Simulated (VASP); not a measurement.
# Mg2C3 (Cm) in VASP: notebook, part 2 of 2

VASP 6.6.1.

## Step 4: Single point, r2SCAN (all C atoms moved +0.025 Å, as atom 3 along Cartesian [1 0 0])

POSCAR reads:

```
Mg2C3
1.0
    2.3870223790     -2.3394118729     -0.0063441741
    2.3870223790      2.3394118729     -0.0063441741
   -1.2253611782      0.0000000000      4.8584158892
Mg C
2 3
Direct
    0.8082382625      0.8082382625      0.1984312469
    0.1917617375      0.1917617375      0.8015687531
    0.3094092368      0.3094092368      0.2614782352
    0.7010710878      0.7010710878      0.7385491354
    0.5052401623      0.5052401623      0.5000136853
```

INCAR.step1 reads:

```
SYSTEM = Mg2C3
PREC     = Accurate       ! precision mode
ENCUT    = 520            ! plane-wave cutoff, eV
ISMEAR   = 0              ! smearing method
SIGMA    = 0.05           ! smearing width, eV
LREAL    = .FALSE.        ! projectors in reciprocal space
LASPH    = .TRUE.         ! aspherical terms in the spheres
NELM     = 60             ! most SCF steps
NBANDS   = 16             ! bands
GGA      = PE             ! functional
ALGO     = Normal         ! electronic algorithm
EDIFF    = 1E-4           ! SCF threshold, eV
LWAVE    = .TRUE.         ! write WAVECAR
LCHARG   = .FALSE.        ! write CHGCAR
```

INCAR.step2 reads:

```
SYSTEM = Mg2C3
PREC     = Accurate       ! precision mode
ENCUT    = 520            ! plane-wave cutoff, eV
EDIFF    = 1E-6           ! SCF threshold, eV
ISMEAR   = 0              ! smearing method
SIGMA    = 0.05           ! smearing width, eV
LREAL    = .FALSE.        ! projectors in reciprocal space
LASPH    = .TRUE.         ! aspherical terms in the spheres
NELM     = 60             ! most SCF steps
ALGO     = Normal         ! electronic algorithm
ISIF     = 2              ! what is computed and relaxed
LWAVE    = .FALSE.        ! write WAVECAR
LCHARG   = .FALSE.        ! write CHGCAR
METAGGA  = R2SCAN         ! meta-GGA
LMIXTAU  = .TRUE.       
NBANDS   = 16             ! bands
ISTART   = 1
```

KPOINTS reads:

```
Automatic mesh
0
G
  8 8 6
  0 0 0
```

Potentials or basis: VASP PAW PBE potentials, release 64 (Mg, C).

The run is started by

```
cat potpaw_PBE.64/Mg/POTCAR potpaw_PBE.64/C/POTCAR > POTCAR
cp INCAR.step1 INCAR
mpirun -np 1 vasp_std > vasp.out
cp INCAR.step2 INCAR
mpirun -np 1 vasp_std > vasp.out
```

OUTCAR:

```text
SYSTEM = Mg2C3
   PREC = Accurate
   ENCUT = 520
   EDIFF = 1E-6
   ISMEAR = 0
   LREAL = .FALSE.
   LASPH = .TRUE.
   NELM = 60
   ISIF = 2
   METAGGA = R2SCAN
   ISTART = 1

 ion  position               nearest neighbor table
   1  0.808  0.808  0.198-   4 2.23   3 2.33   5 2.34   3 2.36   3 2.36   3 2.48   5 2.82   5 2.82
                             2 3.02   2 3.03   2 3.03   2 3.12   2 3.12
   2  0.192  0.192  0.802-   3 2.23   4 2.29   4 2.36   4 2.36   5 2.37   4 2.53   5 2.81   5 2.81
[... 668 lines left out ...]
  -------------------------------------------------------------------------------------
  Total       -0.1295749     -0.2138066      0.0422852      0.0000000      0.0000000      0.1456387
  in kB       -3.8285538     -6.3173515      1.2494026      0.0000000      0.0000000      4.3031921
  external PRESSURE =      -2.9655009 kB  Pullay stress =       0.0000000 kB

 VOLUME and BASIS-vectors are now :
 -----------------------------------------------------------------------------
  energy-cutoff  :      520.00
  volume of cell :       54.22
      direct lattice vectors                 reciprocal lattice vectors
     2.387022379 -2.339411873 -0.006344174     0.209606493 -0.213728932  0.052865721
     2.387022379  2.339411873 -0.006344174     0.209606493  0.213728932  0.052865721
    -1.225361178  0.000000000  4.858415889     0.000547413  0.000000000  0.205966472

 POSITION                                       TOTAL-FORCE (eV/Angst)
 -----------------------------------------------------------------------------------
      3.61542      0.00000      0.95381         0.092051      0.000000     -0.018538
     -0.06673      0.00000      3.89192         0.100622      0.000000     -0.001230
      1.15673      0.00000      1.26644        -0.090500      0.000000     -0.109102
      2.44196      0.00000      3.57928         0.009422      0.000000      0.087790
      1.79934      0.00000      2.42286        -0.111595      0.000000      0.041080
 -----------------------------------------------------------------------------------
    total drift:                               -0.001623      0.000000      0.000719

  FREE ENERGIE OF THE ION-ELECTRON SYSTEM (eV)
  ---------------------------------------------------
  free  energy   TOTEN  =       -37.6115693811 eV

  energy  without entropy=      -37.6115693811  energy(sigma->0) =      -37.61156938
```

OUTCAR.step1:

```text
SYSTEM = Mg2C3
   PREC = Accurate
   ENCUT = 520
   ISMEAR = 0
   LREAL = .FALSE.
   LASPH = .TRUE.
[... 694 lines left out ...]
      1.15673      0.00000      1.26644        -0.282304      0.000000     -0.345065
      2.44196      0.00000      3.57928         0.199051      0.000000      0.325994
      1.79934      0.00000      2.42286        -0.108033      0.000000      0.040707
 -----------------------------------------------------------------------------------
    total drift:                                0.000168      0.000000     -0.000380

  FREE ENERGIE OF THE ION-ELECTRON SYSTEM (eV)
  ---------------------------------------------------
  free  energy   TOTEN  =       -29.6126551758 eV

  energy  without entropy=      -29.6126551758  energy(sigma->0) =      -29.61265518
```

OSZICAR.step1:

```text
N       E                     dE             d eps       ncg     rms          rms(c)
DAV:   1     0.372627404497E+02    0.37263E+02   -0.68293E+03  3648   0.864E+02
DAV:   2    -0.300024968675E+02   -0.67265E+02   -0.61284E+02  5056   0.162E+02
DAV:   3    -0.338756332737E+02   -0.38731E+01   -0.38517E+01  4808   0.388E+01
DAV:   4    -0.339068798531E+02   -0.31247E-01   -0.31242E-01  4520   0.422E+00
DAV:   5    -0.339071825643E+02   -0.30271E-03   -0.30271E-03  4808   0.398E-01    0.976E+00
DAV:   6    -0.298971022520E+02    0.40101E+01   -0.61374E+00  4632   0.146E+01    0.409E+00
DAV:   7    -0.296282725085E+02    0.26883E+00   -0.13012E+00  5224   0.701E+00    0.224E+00
DAV:   8    -0.296136766305E+02    0.14596E-01   -0.52871E-02  4240   0.154E+00    0.448E-01
DAV:   9    -0.296126168282E+02    0.10598E-02   -0.48730E-03  5104   0.513E-01    0.142E-01
DAV:  10    -0.296126551758E+02   -0.38348E-04   -0.75822E-04  4648   0.168E-01
   1 F= -.29612655E+02 E0= -.29612655E+02  d E =-.150501E-14
```

Wall time 3.7 min (1 thread of Intel Xeon 6975P-C (Granite Rapids), shared host); peak memory 0.23 GiB.

Results:

```
Free energy            : -37.6116 eV
Pressure               : -0.3 GPa
Largest force          : 0.142 eV/Å
Band gap on the k mesh : 1.88 eV (least direct gap 2.65 eV)
```

Forces on the atoms (eV/Å):
```
Mg   0.092  0.000 -0.019
Mg   0.101  0.000 -0.001
C   -0.090  0.000 -0.109
C    0.009  0.000  0.088
C   -0.112  0.000  0.041
```

Caveat: the cell differs from its parent crystal (all C atoms moved +0.025 Å, as atom 3 along Cartesian [1 0 0]); the PAW data sets were made with another functional, which shifts forces and pressure a little.

## Step 5: Single point, r2SCAN (all C atoms moved +0.062 Å, as atom 3 along Cartesian [1 0 0])

POSCAR reads:

```
Mg2C3
1.0
    2.3870223790     -2.3394118729     -0.0063441741
    2.3870223790      2.3394118729     -0.0063441741
   -1.2253611782      0.0000000000      4.8584158892
Mg C
2 3
Direct
    0.8082382625      0.8082382625      0.1984312469
    0.1917617375      0.1917617375      0.8015687531
    0.3172694803      0.3172694803      0.2614987632
    0.7089313313      0.7089313313      0.7385696634
    0.5131004058      0.5131004058      0.5000342133
```

INCAR.step1 reads:

```
SYSTEM = Mg2C3
ALGO     = Normal         ! electronic algorithm
EDIFF    = 1E-4           ! SCF threshold, eV
ENCUT    = 520            ! plane-wave cutoff, eV
GGA      = PE             ! functional
ISMEAR   = 0              ! smearing method
LASPH    = .True.         ! aspherical terms in the spheres
LCHARG   = .False.        ! write CHGCAR
LREAL    = .False.        ! projectors in reciprocal space
LWAVE    = .True.         ! write WAVECAR
NBANDS   = 16             ! bands
NELM     = 80             ! most SCF steps
PREC     = Accurate       ! precision mode
SIGMA    = 0.05           ! smearing width, eV
```

INCAR.step2 reads:

```
SYSTEM = Mg2C3
ALGO     = Normal         ! electronic algorithm
EDIFF    = 1E-6           ! SCF threshold, eV
ENCUT    = 520            ! plane-wave cutoff, eV
ISIF     = 2              ! what is computed and relaxed
ISMEAR   = 0              ! smearing method
ISTART   = 1            
LASPH    = .True.         ! aspherical terms in the spheres
LCHARG   = .False.        ! write CHGCAR
LMIXTAU  = .True.       
LREAL    = .False.        ! projectors in reciprocal space
LWAVE    = .False.        ! write WAVECAR
METAGGA  = R2SCAN         ! meta-GGA
NBANDS   = 16             ! bands
NELM     = 80             ! most SCF steps
PREC     = Accurate       ! precision mode
SIGMA    = 0.05           ! smearing width, eV
```

KPOINTS reads:

```
k-points
0
Gamma
  8 8 6
  0 0 0
```

The run is started by

```
cat potpaw_PBE.64/Mg/POTCAR potpaw_PBE.64/C/POTCAR > POTCAR
cp INCAR.step1 INCAR
mpirun -np 1 vasp_std > vasp.out
cp INCAR.step2 INCAR
mpirun -np 1 vasp_std > vasp.out
```

Run time: 2.8 min. Hardware: 1 thread of Intel Xeon 6975P-C (Granite Rapids), shared host; peak memory 0.23 GiB.

The run converged. Its results:

| Item | Value |
| --- | --- |
| Free energy | -37.5988 eV |
| Pressure | -0.1 GPa |
| Largest force | 0.299 eV/Å |
| Band gap on the k mesh | 1.88 eV (least direct gap 2.65 eV) |

Forces on the atoms (eV/Å):
```
Mg   0.233  0.000 -0.048
Mg   0.257  0.000 -0.002
C   -0.139  0.000 -0.120
C   -0.071  0.000  0.066
C   -0.280  0.000  0.104
```

Stress tensor (GPa, compression positive):
```
 0.08  0.00  0.37
 0.00 -0.67  0.00
 0.37  0.00  0.15
```

Levels at points of the mesh, in eV from the valence-band top:
| k point | band 4 | band 5 | band 6 | band 7 | band 8 | band 9 | band 10 | band 11 | band 12 | band 13 |
| --- | --- | --- | --- | --- | --- | --- | --- | --- | --- | --- |
| (0.00, 0.00, 0.00) | -4.39 | -3.64 | -3.32 | -1.53 | -0.76 | 3.80 | 3.92 | 4.56 | 8.08 | 8.20 |
| (0.50, 0.00, 0.00) | -5.69 | -5.07 | -3.51 | -3.33 | -0.20 | 3.37 | 4.85 | 6.84 | 7.24 | 8.57 |
| (0.50, 0.50, 0.00) | -6.20 | -5.83 | -4.08 | -2.65 | -1.37 | 1.88 | 2.47 | 3.47 | 6.11 | 10.29 |
| (0.00, 0.00, 0.50) | -4.82 | -4.16 | -3.84 | -0.94 | 0.00 | 3.42 | 3.78 | 4.46 | 6.30 | 8.00 |
| (0.50, 0.00, 0.50) | -6.84 | -4.39 | -3.48 | -1.51 | -0.28 | 2.37 | 4.25 | 6.32 | 7.14 | 7.79 |
| (0.50, 0.50, 0.50) | -6.25 | -5.62 | -4.27 | -3.16 | -2.11 | 2.21 | 3.81 | 5.80 | 7.25 | 8.26 |

Caveat: the cell differs from its parent crystal (all C atoms moved +0.062 Å, as atom 3 along Cartesian [1 0 0]); the PAW data sets were made with another functional, which shifts forces and pressure a little. A k mesh can miss the band edges.

## Step 6: Summary

| cell | gap on the mesh (eV) | pressure (GPa) | largest force (eV/Å) |
| --- | --- | --- | --- |
| as given, atomic positions A | 1.88 | -0.1 | 0.36 |
| as given, atomic positions B | 1.88 | -0.2 | 0.24 |
| as given, atomic positions C | 1.88 | -0.3 | 0.14 |
| as given, atomic positions D | 1.88 | -0.1 | 0.30 |

Alike in all rows: task single point; level r2SCAN; potentials or basis VASP PAW PBE potentials, release 64 (Mg, C); no spin polarisation; k mesh 8 × 8 × 6; cutoff (eV) 520; smearing gaussian 0.05 eV.

Caveats: the PAW data sets were made with another functional, which shifts forces and pressure a little.

Absolute energies hang on the potentials; compare differences alone.
